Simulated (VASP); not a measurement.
**ZnS: single point with r2SCAN**

The system is ZnS.

```xyz
8
Lattice="3.8227 0.0000 0.0000 -1.9114 3.3106 0.0000 0.0000 0.0000 12.5200" Properties=species:S:1:pos:R:3 pbc="T T T"
Zn    0.0000    0.0000    0.0000
Zn    0.0000    0.0000    6.2600
Zn    0.0000    2.2070    2.9050
Zn    1.9114    1.1035    9.3900
S     0.0000    0.0000    2.3475
S     0.0000    0.0000    8.6075
S     0.0000    2.2070    5.4775
S     1.9114    1.1035   11.7375
```

This cell differs from its parent crystal: atom 3 (Zn) moved -0.225 Å along Cartesian [0 0 1].

```json
{
 "Program": "VASP 6.6.1",
 "Task": "single point",
 "Functional": "r2SCAN",
 "Potentials or basis": "VASP PAW PBE potentials, release 64 (Zn, S)",
 "Cutoff": "520 eV",
 "k mesh": "6 × 6 × 2",
 "Occupations": "gaussian, width 0.05 eV",
 "Spin": "no spin polarisation",
 "Dipole correction": "no",
 "Further INCAR settings": "ALGO = Normal; EDIFF = 1e-07; NBANDS = 46"
}
```

```
Pressure               : -0.5 GPa
Largest force          : 1.342 eV/Å
Band gap on the k mesh : 2.38 eV
```

Forces on the atoms (eV/Å):
```
Zn   0.000  0.000 -0.225
Zn   0.000  0.000 -0.200
Zn   0.000  0.000  1.342
Zn   0.000  0.000 -0.198
S    0.000  0.000 -0.528
S    0.000  0.000  0.166
S    0.000  0.000 -0.540
S    0.000  0.000  0.184
```

Stress tensor (GPa, compression positive):
```
-0.02  0.00  0.00
 0.00 -0.02  0.00
 0.00  0.00 -1.54
```

Levels at points of the mesh, in eV from the valence-band top:
| k point | band 34 | band 35 | band 36 | band 37 | band 38 | band 39 |
| --- | --- | --- | --- | --- | --- | --- |
| (0.00, 0.00, 0.00) | -0.17 | 0.00 | 0.00 | 2.38 | 3.21 | 3.67 |
| (0.50, 0.00, 0.00) | -1.67 | -1.12 | -1.00 | 3.40 | 3.51 | 3.82 |
| (0.00, 0.00, 0.50) | -0.44 | -0.02 | -0.02 | 2.85 | 3.31 | 3.54 |
| (0.50, 0.00, 0.50) | -1.52 | -1.39 | -1.06 | 3.54 | 3.83 | 4.27 |

Run time: 5.7 min on 1 thread of Intel(R) Xeon(R) 6975P-C (Granite Rapids), with other jobs on the host, peak memory 0.33 GiB.

Caveat: the cell differs from its parent crystal (atom 3 (Zn) moved -0.225 Å along Cartesian [0 0 1]); the PAW data sets were made with another functional, which shifts forces and pressure a little. A k mesh can miss the band edges.
